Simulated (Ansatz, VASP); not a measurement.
**One calculation of Os, two programs**

The input INCAR:

```
SYSTEM = Os
PREC = Accurate
ENCUT = 520
EDIFF = 1E-6
ISMEAR = -1
SIGMA = 0.05
LREAL = .False.
LASPH = .True.
NELM = 80
ALGO = Normal
ISIF = 2
LWAVE = .False.
LCHARG = .True.
GGA = RE
IVDW = 12
LELF = .True.
LVHAR = .True.
NBANDS = 15
```

The input KPOINTS:

```
Automatic mesh
0
Gamma
  11 11 6
  0 0 0
```

Contents of POSCAR:

```
Os
1.0
    2.7700791260      0.0000000000      0.0000000000
   -1.3850395630      2.3989588936      0.0000000000
    0.0000000000      0.0000000000      4.3765446767
Os
2
Direct
    0.6666666667      0.3333333333      0.7500000000
    0.3333333333      0.6666666667      0.2500000000
```

Contents of input.yaml:

```yaml
crystal:
  lattice:
    - [2.770079126, 0.0, 0.0]
    - [-1.385039563, 2.3989588936, 0.0]
    - [0.0, 0.0, 4.3765446767]
  atoms:
    - { symbol: Os, position: [0.6666666667, 0.3333333333, 0.75] }
    - { symbol: Os, position: [0.3333333333, 0.6666666667, 0.25] }
hamiltonian:
  xc: revpbe
  pseudopotentials: { kind: paw }
  dispersion: d3bj
kpoints:
  mp_grid: { grid: [11, 11, 6] }
scf:
  occupations: { method: fermi_dirac, width: 0.05 }
output:
  forces: true
  stress: true
  eigenvalues: true
  write_density: true
  write_potential: true
  elf: true
  volumetric_format: npy
```

Alike in both runs: task single point; functional revPBE; dispersion D3(BJ); k mesh 11 × 11 × 6; occupations fermi-dirac, width 0.05 eV; no spin polarisation.

|  | VASP | Ansatz |
| --- | --- | --- |
| version | VASP 6.6.1 | Ansatz 0.2.0 |
| potentials or method | VASP PAW PBE potentials, release 64 (Os) | Ansatz PAW |
| plane-wave cutoff (eV) | 520 | 420 |
| valence electrons in the cell | 16 | 32 |

VASP gave:

- gap on the k mesh at the Fermi level (eV): none
- pressure (GPa): -17.7
- traceless stress, the component that is largest in VASP (GPa): -0.48

Question: Which values does Ansatz return?

Answer: gap on the k mesh at the Fermi level (eV): none; pressure (GPa): -17.3; traceless stress, the component that is largest in VASP (GPa): -0.36.

VASP's potentials were made for PBE, not for revPBE. A gap of «none» marks a metal or a gap that the smearing closes. VASP's potentials hold 16 valence electrons a cell and Ansatz's 32, so a difference there can come from the potentials and not from the codes.

Spin-orbit coupling is off throughout.
